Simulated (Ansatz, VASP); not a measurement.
## Sn in VASP and in Ansatz

```
CELL_PARAMETERS angstrom
0.00000 3.28446 3.28446
3.28446 0.00000 3.28446
3.28446 3.28446 0.00000
ATOMIC_POSITIONS crystal
Sn 0.00000 0.00000 0.00000
Sn 0.25000 0.25000 0.25000
```

Alike in both runs: task single point; functional r2SCAN; k mesh 6 × 6 × 6; occupations fermi-dirac, width 0.02 eV; no spin polarisation.

```csv
,VASP,Ansatz
version,VASP 6.6.1,Ansatz 0.2.0
potentials or method,"VASP PAW PBE potentials, release 64 (Sn_d)","plane waves, PAW"
plane-wave cutoff (eV),520,500
valence electrons in the cell,28,28
```

```csv
,VASP,Ansatz,Ansatz less VASP
pressure (GPa),0.0,0.0,+0.03
```

VASP's potentials were made for PBE, not for r2SCAN. The functional is the same, so the differences come from potentials, cutoffs and numerics.
